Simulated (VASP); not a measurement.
BaZrO3: relaxation of cell and atoms with PBE

BaZrO3:

```xyz
5
Lattice="4.1625 0.0661 0.0450 0.0661 4.2193 -0.0762 0.0450 -0.0762 4.2528" Properties=species:S:1:pos:R:3 pbc="T T T"
Ba    0.0280   -0.2153   -0.1346
Zr    2.2337    2.1720    1.9138
O     2.0438   -0.0887    2.5082
O     2.0431    2.3678    4.0805
O     4.2693    2.0678    2.2623
```

```yaml
Program: VASP 6.6.1
Task: relaxation of cell and atoms
Functional: PBE
Potentials_or_basis: VASP PAW PBE potentials, release 64 (Ba_sv, Zr_sv, O)
Cutoff: 600 eV
k_mesh: 4 × 4 × 4
Occupations: gaussian, width 0.1 eV
Spin: no spin polarisation
Dipole_correction: no
Further_INCAR_settings: ALGO = Normal; EDIFF = 1e-06; IBRION = 2; EDIFFG = -0.015; NSW = 100; ISIF = 3
```

| Property | Result |
| --- | --- |
| Relaxed volume | 15.18 Å³/atom |
| Relaxed cell | a = 4.233 Å, b = 4.234 Å, c = 4.234 Å, α = 90.00°, β = 90.01°, γ = 90.02° |
| Space group after relaxing (to 0.05 Å) | Pm-3m (No. 221) |
| Energy gained by relaxing | 263.7 meV/atom |
| Ionic steps | 25 |
| Pressure after relaxing | 0.1 GPa |
| Largest force after relaxing | 0.013 eV/Å |
| Band gap on the k mesh | 3.12 eV, indirect (least direct gap 3.37 eV) |

Forces on the atoms (eV/Å):
```
Ba  -0.002  0.001  0.013
Zr   0.004  0.000 -0.004
O   -0.001 -0.001 -0.003
O   -0.001  0.002  0.000
O    0.000 -0.002 -0.006
```

Step by step:
```tsv
step	energy change (eV)	largest force (eV/Å)	pressure (GPa)	volume (Å³)
1	0.0000	3.4095	4.86	74.64
2	-0.8872	1.1819	-5.53	79.60
3	-0.9476	0.9172	-7.93	81.47
4	-1.1550	1.3526	6.15	73.87
5	-1.1998	0.8535	1.34	75.99
6	-1.2601	0.3509	0.31	76.11
7	-1.2602	0.3494	0.29	76.12
8	-1.2838	0.2499	-0.64	76.45
9	-1.2912	0.1961	-1.36	76.76
10	-1.3013	0.1710	1.35	75.33
11	-1.3018	0.1751	0.86	75.58
12	-1.3120	0.1052	0.47	75.74
13	-1.3141	0.0993	0.21	75.86
14	-1.3170	0.0657	-0.45	76.20
15	-1.3170	0.0620	-0.55	76.25
16	-1.3174	0.0402	0.54	75.68
17	-1.3180	0.0458	0.07	75.93
18	-1.3183	0.0218	0.07	75.92
19	-1.3184	0.0259	0.09	75.91
20	-1.3185	0.0248	-0.11	76.03
21	-1.3185	0.0245	-0.17	76.05
22	-1.3186	0.0220	-0.12	76.02
23	-1.3186	0.0192	-0.06	75.98
24	-1.3187	0.0157	0.03	75.94
25	-1.3187	0.0128	0.10	75.90
```

Final structure:
```cif
data_structure
_symmetry_space_group_name_H-M 'P 1'
_symmetry_Int_Tables_number 1
_cell_length_a 4.2335
_cell_length_b 4.2341
_cell_length_c 4.2341
_cell_angle_alpha 90.002
_cell_angle_beta 90.014
_cell_angle_gamma 90.016
_cell_volume 75.90
loop_
_atom_site_label
_atom_site_type_symbol
_atom_site_fract_x
_atom_site_fract_y
_atom_site_fract_z
_atom_site_occupancy
Ba1 Ba 0.99996 0.99988 0.99859 1
Zr1 Zr 0.49986 0.49996 0.49961 1
O1 O 0.50004 0.00004 0.50061 1
O2 O 0.50013 0.49979 0.00026 1
O3 O 0.00001 0.50033 0.50093 1
```

Levels at points of the mesh, in eV from the valence-band top:
```csv
k point,band 17,band 18,band 19,band 20,band 21,band 22,band 23,band 24
"(0.00, 0.00, 0.00)",-0.94,-0.26,-0.26,-0.26,3.12,3.12,3.12,4.61
"(0.50, 0.00, 0.00)",-1.69,-1.60,-0.49,-0.49,3.53,5.51,5.51,6.32
"(0.00, 0.50, 0.00)",-1.69,-1.60,-0.50,-0.49,3.53,5.50,5.51,6.32
"(0.50, 0.50, 0.00)",-0.93,-0.93,-0.86,-0.07,5.48,5.48,6.27,6.31
"(0.00, 0.00, 0.50)",-1.69,-1.60,-0.49,-0.49,3.53,5.51,5.51,6.32
"(0.50, 0.00, 0.50)",-0.93,-0.93,-0.86,-0.07,5.48,5.48,6.27,6.31
"(0.00, 0.50, 0.50)",-0.93,-0.93,-0.86,-0.07,5.48,5.48,6.27,6.31
"(0.50, 0.50, 0.50)",-2.52,0.00,0.00,0.00,5.86,5.86,5.86,6.73
```

Run time: 7.3 min on 1 thread of Intel(R) Xeon(R) 6975P-C (Granite Rapids), on a shared host, peak memory 0.28 GiB.

Caveat: spin-orbit coupling is left out, which moves the levels of the heavy elements. A k mesh can miss the band edges.
